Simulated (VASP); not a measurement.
A run of VASP 6.6.1 is set up as follows.

The input INCAR:

```
SYSTEM = ZnSe
PREC = Accurate
ENCUT = 600
EDIFF = 1E-8
ISMEAR = 0
SIGMA = 0.01
LREAL = .False.
LASPH = .True.
NELM = 100
ALGO = Normal
ISIF = 3
LWAVE = .False.
LCHARG = .True.
GGA = PE
NBANDS = 16
IBRION = 6
NFREE = 2
POTIM = 0.015
NSW = 1
```

File KPOINTS:

```
Automatic mesh
0
Gamma
  8 8 8
  0 0 0
```

POSCAR

```
ZnSe
1.0
    0.0000000000      2.8663585237      2.8663585237
    2.8663585237      0.0000000000      2.8663585237
    2.8663585237      2.8663585237      0.0000000000
Zn Se
1 1
Direct
    0.0000000000      0.0000000000      0.0000000000
    0.7500000000      0.7500000000      0.7500000000
```

Potentials or basis: VASP PAW PBE potentials, release 64 (Zn, Se).

Launch:

```bash
$ cat potpaw_PBE.64/Zn/POTCAR potpaw_PBE.64/Se/POTCAR > POTCAR
$ mpirun -np 1 vasp_std > vasp.out
```

Question: Estimate the elastic constants C11, C12, C44.

Answer: 80, 46, 37 GPa.

Question: What does it give for the Voigt bulk modulus?

Answer: 57 GPa.

Question: Estimate the highest phonon frequency at Γ, LO-TO splitting left out.

Answer: 197 cm⁻¹.

Phonon frequencies in cm⁻¹ (negative: imaginary):
| q point | frequencies |
| --- | --- |
| (0.000, 0.000, 0.000) | 0 0 0 197 197 197 |
